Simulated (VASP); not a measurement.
# WC (CsCl type) (Pm-3m) in VASP: a series of runs

WC (CsCl type) is run at these levels: PBE; tasks: single point.

Everything below comes from runs of VASP 6.6.1. Logs are shortened: lines on timing, memory, paths and dates and some standing lists are left out, and cuts for length are marked.

## Step 1: The cell of the first run

It takes space group Pm-3m (No. 221, cubic). The conventional cell has a = 2.613 Å, b = 2.613 Å, c = 2.613 Å, α = 90.00°, β = 90.00°, γ = 90.00°. Within 3.0 Å of W (site symmetry m-3m) lie 8 C at 2.26 Å and 6 W at 2.61 Å. Within 3.0 Å of C (site symmetry m-3m) lie 8 W at 2.26 Å and 6 C at 2.61 Å.

## Step 2: Single point, PBE (volume scaled by 0.88)

INCAR

```
PREC = Accurate
ENCUT = 520
EDIFF = 1E-6
ISMEAR = -1
SIGMA = 0.08
LREAL = F
LASPH = T
NELM = 60
ALGO = Normal
ISIF = 2
LWAVE = F
LCHARG = F
GGA = PE
NBANDS = 16
```

KPOINTS

```
Automatic mesh
0
Gamma
  15 15 15
```

POSCAR

```
WC
1.0
    2.6133164606      0.0000000000      0.0000000000
    0.0000000000      2.6133164606      0.0000000000
    0.0000000000      0.0000000000      2.6133164606
W C
1 1
Direct
    0.0000000000      0.0000000000      0.0000000000
    0.5000000000      0.5000000000      0.5000000000
```

Potentials or basis: VASP PAW PBE potentials, release 64 (W_sv, C).

Command:

```
cat potpaw_PBE.64/W_sv/POTCAR potpaw_PBE.64/C/POTCAR > POTCAR
mpirun -np 1 vasp_std > vasp.out
```

OUTCAR:

```text
PREC = Accurate
   ENCUT = 520
   EDIFF = 1E-6
   ISMEAR = -1
   LREAL = F
   LASPH = T
   NELM = 60
   ISIF = 2
   GGA = PE

 ion  position               nearest neighbor table
   1  0.000  0.000  0.000-   2 2.26   2 2.26   2 2.26   2 2.26   2 2.26   2 2.26   2 2.26   2 2.26

   2  0.500  0.500  0.500-   1 2.26   1 2.26   1 2.26   1 2.26   1 2.26   1 2.26   1 2.26   1 2.26

  LATTYP: Found a simple cubic cell.
 ALAT       =     2.6133164606

  Lattice vectors:

 A1 = (   2.6133164606,   0.0000000000,   0.0000000000)
 A2 = (   0.0000000000,   2.6133164606,   0.0000000000)
 A3 = (   0.0000000000,   0.0000000000,   2.6133164606)

Analysis of symmetry for initial positions (statically):
=====================================================================
 Subroutine PRICEL returns:
 Original cell was already a primitive cell.

 Routine SETGRP: Setting up the symmetry group for a
 simple cubic supercell.

 Subroutine GETGRP returns: Found 48 space group operations
 (whereof 48 operations were pure point group operations)
 out of a pool of 48 trial point group operations.

The static configuration has the point symmetry O_h .

Analysis of symmetry for dynamics (positions and initial velocities):
=====================================================================
 Subroutine PRICEL returns:
 Original cell was already a primitive cell.

 Routine SETGRP: Setting up the symmetry group for a
 simple cubic supercell.

 Subroutine GETGRP returns: Found 48 space group operations
 (whereof 48 operations were pure point group operations)
 out of a pool of 48 trial point group operations.

The dynamic configuration has the point symmetry O_h .

 Subroutine INISYM returns: Found 48 space group operations
 (whereof 48 operations are pure point group operations),
 and found     1 'primitive' translations

----------------------------------------------------------------------------------------

                                     Primitive cell

  volume of cell :      17.8474

  direct lattice vectors                    reciprocal lattice vectors
     2.613316461  0.000000000  0.000000000     0.382655532  0.000000000  0.000000000
     0.000000000  2.613316461  0.000000000     0.000000000  0.382655532  0.000000000
     0.000000000  0.000000000  2.613316461     0.000000000  0.000000000  0.382655532

  length of vectors
     2.613316461  2.613316461  2.613316461     0.382655532  0.382655532  0.382655532

[... 73 lines left out ...]
   ICHARG =      2    charge: 1-file 2-atom 10-const
   ISPIN  =      1    spin polarized calculation?
   LNONCOLLINEAR =      F non collinear calculations
   LSORBIT =      F    spin-orbit coupling
   LASPH  =      T    aspherical Exc in radial PAW
   ENCUT  =  520.0 eV  38.22 Ry    6.18 a.u.   4.86  4.86  4.86*2*pi/ulx,y,z
   NELM   =     60;   NELMIN=  2; NELMDL= -5     # of ELM steps
   EDIFF  = 0.1E-05   stopping-criterion for ELM
   LREAL  =      F    real-space projection
   EDIFFG = 0.1E-04   stopping-criterion for IOM
   NSW    =      0    number of steps for IOM
   IBRION =     -1    ionic relax: 0-MD 1-quasi-New 2-CG
   NFREE  =      0    steps in history (QN), initial steepest desc. (CG)
   ISIF   =      2    stress and relaxation
   ISYM   =      2    0-nonsym 1-usesym 2-fastsym
   POTIM  = 0.5000    time-step for ionic-motion
   TEBEG  =    0.0;   TEEND  =   0.0 temperature during run
   PSTRESS=    0.0 pullay stress
   NELECT =      18.0000    total number of electrons
   NUPDOWN=      -1.0000    fix difference up-down
   EMIN   =  10.00;   EMAX   =-10.00  energy-range for DOS
   EFERMI =   0.00;   METHOD = LEGACY
   ISMEAR =    -1;   SIGMA  =   0.08  broadening in eV -4-tet -1-fermi 0-gaus
   EFERMI_NEDOS =   21; number of points for ismear=-14 and -15
   IALGO  =     38    algorithm
   IMIX   =      4    mixing-type and parameters
     AMIX     =   0.40;   BMIX     =  1.00
     AMIX_MAG =   1.60;   BMIX_MAG =  1.00
  volume/ion in A,a.u.               =       8.92        60.22
  Fermi-wavevector in a.u.,A,eV,Ry     =   1.641750  3.102457 36.672364  2.695343
  Thomas-Fermi vector in A             =   2.732168
   LORBIT       =      0    0 simple, 1 ext, 2 COOP (PROOUT), +10 PAW based schemes
   GGA     = PE    functional components
   LHFCALC =     F    Hartree Fock is set to
   AEXX    =    0.0000 exact exchange contribution
   IVDW    =     0    specifies the selected vdW correction
   LEPSILON=     F    determine dielectric tensor
   LRPA    =     F    only Hartree local field effects (RPA)
 non-spin polarized calculation
  energy-cutoff  :      520.00
  volume of cell :       17.85
 maximum number of plane-waves:       493
 NGX is ok and might be reduce to    20
   NGX =  9   NGY =  9   NGZ =  9

 number of electron      18.0000003 magnetization

 Free energy of the ion-electron system (eV)
  ---------------------------------------------------
  ext. energy  EPLUGINS =         0.00000000
  ---------------------------------------------------
  free energy    TOTEN  =       -20.19901906 eV

  energy without entropy =      -20.18839764  energy(sigma->0) =      -20.19370835

 E-fermi :  14.2931     XC(G=0): -14.7561

 val. band max:       14.2876490625   @ k =   0.1333   0.1333   0.0667
 cond. band min:      14.2985173839   @ k =   0.4667   0.4667   0.0000
 fundamental gap:      0.0108683214
 Fermi energy:        14.2931341574

 k-point     1 :       0.0000    0.0000    0.0000
  band No.  band energies     occupation
      1     -60.4023      2.00000
      2     -24.0955      2.00000
      3     -24.0955      2.00000
      4     -24.0955      2.00000
      5      -2.1671      2.00000
      6       8.3150      2.00000
[... 433 lines left out ...]
      3     -24.5070      2.00000
      4     -23.9346      2.00000
      5       1.0469      2.00000
      6       6.5507      2.00000
[... 8 lines left out ...]
     15      28.4543      0.00000
     16      32.4228      0.00000

 [... further k-points ...]
[... 5 lines left out ...]
  --------------------------------------------------------------------------------------
  -------------------------------------------------------------------------------------
  Total        7.1108956      7.1108956      7.1108956      0.0000000      0.0000000     -0.0000000
  in kB      638.3500145    638.3500145    638.3500145      0.0000000      0.0000000     -0.0000000
  external PRESSURE =     638.3500145 kB  Pullay stress =       0.0000000 kB

 VOLUME and BASIS-vectors are now :
 -----------------------------------------------------------------------------
  energy-cutoff  :      520.00
  volume of cell :       17.85
      direct lattice vectors                 reciprocal lattice vectors
     2.613316461  0.000000000  0.000000000     0.382655532  0.000000000  0.000000000
     0.000000000  2.613316461  0.000000000     0.000000000  0.382655532  0.000000000
     0.000000000  0.000000000  2.613316461     0.000000000  0.000000000  0.382655532

 POSITION                                       TOTAL-FORCE (eV/Angst)
 -----------------------------------------------------------------------------------
      0.00000      0.00000      0.00000         0.000000      0.000000      0.000000
      1.30666      1.30666      1.30666         0.000000      0.000000      0.000000
 -----------------------------------------------------------------------------------
    total drift:                                0.000000      0.000000      0.000000

  FREE ENERGIE OF THE ION-ELECTRON SYSTEM (eV)
  ---------------------------------------------------
  free  energy   TOTEN  =       -20.1990190591 eV

  energy  without entropy=      -20.1883976423  energy(sigma->0) =      -20.19370835
```

stdout:

```text
POSCAR found type information on POSCAR W C
 POSCAR found :  2 types and       2 ions
 scaLAPACK will be used
 LDA part: xc-table for (Slater+PW92), standard interpolation
 POSCAR, INCAR and KPOINTS ok, starting setup
 FFT: planning ... GRIDC
 FFT: planning ... GRID_SOFT
 FFT: planning ... GRID
 WAVECAR not read
 entering main loop
```

Run time: 14 s. Hardware: 1 thread of Intel Xeon Platinum 8559C (Emerald Rapids), shared host; peak memory 0.14 GiB.

What came out:

```yaml
Free_energy: -20.1990 eV
Pressure: 63.8 GPa
Band_gap_on_the_k_mesh: zero (band 9 reaches 20.64 eV, above the bottom of band 10 at 12.84 eV)
```

Caveat: spin-orbit coupling is left out, which moves the levels of the heavy elements.

## Step 3: Single point, PBE (volume scaled by 0.88)

INCAR

```
SYSTEM = WC
ALGO     = Normal         ! electronic algorithm
EDIFF    = 1E-7           ! SCF threshold, eV
ENCUT    = 520            ! plane-wave cutoff, eV
GGA      = PE             ! functional
ISIF     = 2              ! what is computed and relaxed
ISMEAR   = -1             ! smearing method
LASPH    = .True.         ! aspherical terms in the spheres
LCHARG   = .True.         ! write CHGCAR
LELF     = .True.         ! ELF
LREAL    = .False.        ! projectors in reciprocal space
LVHAR    = .True.       
LWAVE    = .False.        ! write WAVECAR
NBANDS   = 16             ! bands
NELM     = 100            ! most SCF steps
PREC     = Accurate       ! precision mode
SIGMA    = 0.08           ! smearing width, eV
```

KPOINTS

```
k-points
0
Gamma
  15 15 15
  0 0 0
```

POSCAR is that of step 2.

Potentials or basis: VASP PAW PBE potentials, release 64 (W_sv, C).

Command:

```
cat potpaw_PBE.64/W_sv/POTCAR potpaw_PBE.64/C/POTCAR > POTCAR
mpirun -np 1 vasp_std > vasp.out
```

Wall time 16 s (1 thread of Intel Xeon Platinum 8559C (Emerald Rapids), shared host); peak memory 0.14 GiB.

The run converged. Its results:

```
Free energy            : -20.1990 eV
Pressure               : 63.8 GPa
Band gap on the k mesh : zero (band 9 reaches 20.64 eV, above the bottom of band 10 at 12.84 eV)
```

Levels at points of the mesh, in eV from the Fermi level:
```csv
k point,band 7,band 8,band 9,band 10,band 11,band 12
"(0.00, 0.00, 0.00)",-5.98,0.05,0.05,0.05,3.50,3.50
```

Caveat: spin-orbit coupling is left out, which moves the levels of the heavy elements.

## Step 4: Single point, PBE (volume scaled by 0.94)

INCAR

```
SYSTEM = WC
PREC     = Accurate       ! precision mode
ENCUT    = 520            ! plane-wave cutoff, eV
EDIFF    = 1E-7           ! SCF threshold, eV
ISMEAR   = -1             ! smearing method
SIGMA    = 0.08           ! smearing width, eV
LREAL    = .False.        ! projectors in reciprocal space
LASPH    = .True.         ! aspherical terms in the spheres
NELM     = 100            ! most SCF steps
ALGO     = Normal         ! electronic algorithm
ISIF     = 2              ! what is computed and relaxed
LWAVE    = .False.        ! write WAVECAR
LCHARG   = .False.        ! write CHGCAR
GGA      = PE             ! functional
NBANDS   = 16             ! bands
```

KPOINTS

```
regular mesh
0
Gamma
  15 15 15
  0 0 0
```

POSCAR

```
WC
1.0
    2.6714090801      0.0000000000      0.0000000000
    0.0000000000      2.6714090801      0.0000000000
    0.0000000000      0.0000000000      2.6714090801
W C
1 1
Direct
    0.0000000000      0.0000000000      0.0000000000
    0.5000000000      0.5000000000      0.5000000000
```

Potentials or basis: VASP PAW PBE potentials, release 64 (W_sv, C).

Command:

```
cat potpaw_PBE.64/W_sv/POTCAR potpaw_PBE.64/C/POTCAR > POTCAR
mpirun -np 1 vasp_std > vasp.out
```

OUTCAR:

```text
SYSTEM = WC
   PREC = Accurate
   ENCUT = 520
   EDIFF = 1E-7
   ISMEAR = -1
   LREAL = .False.
   LASPH = .True.
   NELM = 100
   ISIF = 2
   GGA = PE

 ion  position               nearest neighbor table
   1  0.000  0.000  0.000-   2 2.31   2 2.31   2 2.31   2 2.31   2 2.31   2 2.31   2 2.31   2 2.31

   2  0.500  0.500  0.500-   1 2.31   1 2.31   1 2.31   1 2.31   1 2.31   1 2.31   1 2.31   1 2.31

  LATTYP: Found a simple cubic cell.
 ALAT       =     2.6714090801

  Lattice vectors:

 A1 = (   2.6714090801,   0.0000000000,   0.0000000000)
 A2 = (   0.0000000000,   2.6714090801,   0.0000000000)
 A3 = (   0.0000000000,   0.0000000000,   2.6714090801)

Analysis of symmetry for initial positions (statically):
=====================================================================
 Subroutine PRICEL returns:
 Original cell was already a primitive cell.

 Routine SETGRP: Setting up the symmetry group for a
 simple cubic supercell.

 Subroutine GETGRP returns: Found 48 space group operations
 (whereof 48 operations were pure point group operations)
 out of a pool of 48 trial point group operations.

The static configuration has the point symmetry O_h .

[... 154 lines left out ...]
  ext. energy  EPLUGINS =         0.00000000
  ---------------------------------------------------
  free energy    TOTEN  =       -20.53979538 eV

  energy without entropy =      -20.52916417  energy(sigma->0) =      -20.53447977

 E-fermi :  13.2188     XC(G=0): -14.3749

 val. band max:       13.1497453752   @ k =   0.2667   0.2000   0.1333
 cond. band min:      13.2525441264   @ k =   0.1333   0.1333   0.0667
 fundamental gap:      0.1027987513
 Fermi energy:        13.2187658774

 k-point     1 :       0.0000    0.0000    0.0000
  band No.  band energies     occupation
      1     -61.5135      2.00000
      2     -25.2693      2.00000
      3     -25.2693      2.00000
      4     -25.2693      2.00000
      5      -2.6473      2.00000
      6       7.7204      2.00000
[... 433 lines left out ...]
      3     -25.6017      2.00000
      4     -25.1417      2.00000
      5       0.3476      2.00000
      6       5.8815      2.00000
[... 8 lines left out ...]
     15      27.0694      0.00000
     16      30.1849      0.00000

 [... further k-points ...]
[... 5 lines left out ...]
  --------------------------------------------------------------------------------------
  -------------------------------------------------------------------------------------
  Total        3.2845179      3.2845179      3.2845179      0.0000000     -0.0000000     -0.0000000
  in kB      276.0330123    276.0330123    276.0330123      0.0000000     -0.0000000     -0.0000000
  external PRESSURE =     276.0330123 kB  Pullay stress =       0.0000000 kB

 VOLUME and BASIS-vectors are now :
 -----------------------------------------------------------------------------
  energy-cutoff  :      520.00
  volume of cell :       19.06
      direct lattice vectors                 reciprocal lattice vectors
     2.671409080  0.000000000  0.000000000     0.374334282  0.000000000  0.000000000
     0.000000000  2.671409080  0.000000000     0.000000000  0.374334282  0.000000000
     0.000000000  0.000000000  2.671409080     0.000000000  0.000000000  0.374334282

 POSITION                                       TOTAL-FORCE (eV/Angst)
 -----------------------------------------------------------------------------------
      0.00000      0.00000      0.00000         0.000000      0.000000      0.000000
      1.33570      1.33570      1.33570         0.000000      0.000000      0.000000
 -----------------------------------------------------------------------------------
    total drift:                               -0.000000      0.000000      0.000000

  FREE ENERGIE OF THE ION-ELECTRON SYSTEM (eV)
  ---------------------------------------------------
  free  energy   TOTEN  =       -20.5397953753 eV

  energy  without entropy=      -20.5291641732  energy(sigma->0) =      -20.53447977
```

OSZICAR:

```text
N       E                     dE             d eps       ncg     rms          rms(c)
DAV:   1     0.110437525592E+03    0.11044E+03   -0.93239E+03  3856   0.127E+03
DAV:   2    -0.203805798829E+02   -0.13082E+03   -0.12565E+03  4640   0.339E+02
DAV:   3    -0.234218461243E+02   -0.30413E+01   -0.30250E+01  4248   0.486E+01
DAV:   4    -0.234358381721E+02   -0.13992E-01   -0.13991E-01  4832   0.365E+00
DAV:   5    -0.234359267794E+02   -0.88607E-04   -0.88609E-04  4192   0.275E-01    0.321E+01
DAV:   6    -0.207113206754E+02    0.27246E+01   -0.58496E+00  4872   0.252E+01    0.914E+00
DAV:   7    -0.205749441336E+02    0.13638E+00   -0.73783E-01  4104   0.610E+00    0.757E+00
DAV:   8    -0.205406551154E+02    0.34289E-01   -0.91585E-02  4184   0.283E+00    0.108E+00
DAV:   9    -0.205398450675E+02    0.81005E-03   -0.27735E-03  4184   0.564E-01    0.126E-01
DAV:  10    -0.205398005807E+02    0.44487E-04   -0.32801E-04  4600   0.210E-01    0.679E-02
DAV:  11    -0.205397964282E+02    0.41525E-05   -0.27523E-05  4328   0.487E-02    0.331E-02
DAV:  12    -0.205397953925E+02    0.10357E-05   -0.16738E-06  4392   0.917E-03    0.406E-03
DAV:  13    -0.205397953753E+02    0.17248E-07   -0.93491E-08  2816   0.210E-03
   1 F= -.20539795E+02 E0= -.20534480E+02  d E =-.106312E-01
```

stdout:

```text
POSCAR found type information on POSCAR W C
 POSCAR found :  2 types and       2 ions
 scaLAPACK will be used
 LDA part: xc-table for (Slater+PW92), standard interpolation
 POSCAR, INCAR and KPOINTS ok, starting setup
 FFT: planning ... GRIDC
 FFT: planning ... GRID_SOFT
 FFT: planning ... GRID
 WAVECAR not read
 entering main loop
```

Run time: 17 s. Hardware: 1 thread of Intel Xeon Platinum 8559C (Emerald Rapids), shared host; peak memory 0.15 GiB.

Results:

| Property | Result |
| --- | --- |
| Free energy | -20.5398 eV |
| Pressure | 27.6 GPa |
| Band gap on the k mesh | zero (band 9 reaches 18.97 eV, above the bottom of band 10 at 11.90 eV) |

Caveat: spin-orbit coupling is left out, which moves the levels of the heavy elements.
